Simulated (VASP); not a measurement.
Input of a VASP 6.6.1 run:

File INCAR:

```
PREC = Accurate ; ENCUT = 520
EDIFF = 1E-6 ; ISMEAR = 1
SIGMA = 0.1 ; LREAL = F
LASPH = T ; NELM = 60
ALGO = Normal ; ISIF = 2
LWAVE = F ; LCHARG = T
GGA = PS ; LELF = T
LVHAR = T ; NBANDS = 36
```

KPOINTS

```
regular mesh
0
Gamma
  3 2 2
```

Contents of POSCAR:

```
W
1.0
    2.8096620000      0.0000000000      0.0000000000
    0.0000000000      4.8638700000      0.0000000000
    0.0000000000      0.0000000000      4.9236950000
W
4
Direct
    0.7931720008      0.5631570005      0.2500000000
    0.2068279992      0.0631570005      0.2500000000
    0.2068279992      0.4368429995      0.7500000000
    0.7931720008      0.9368429995      0.7500000000
```

Potentials or basis: VASP PAW PBE potentials, release 64 (W_sv).

Command:

```console
$ cat potpaw_PBE.64/W_sv/POTCAR > POTCAR
$ mpirun -np 1 vasp_std > vasp.out
```

Question: What does it give for the largest force?

Answer: 0.180 eV/Å.

Question: What does it give for the band gap on the k mesh?

Answer: Zero (band 28 reaches 10.45 eV, above the bottom of band 29 at 9.84 eV).

Question: Estimate the pressure.

Answer: -7.9 GPa.

Stress tensor (GPa, compression positive):
```
-7.80  0.00  0.00
 0.00 -7.22  0.00
 0.00  0.00 -8.57
```

Caveat: the k points lie up to 0.75 Å⁻¹ apart; the PAW data sets were made with another functional, which shifts forces and pressure a little; spin-orbit coupling is left out, which moves the levels of the heavy elements.
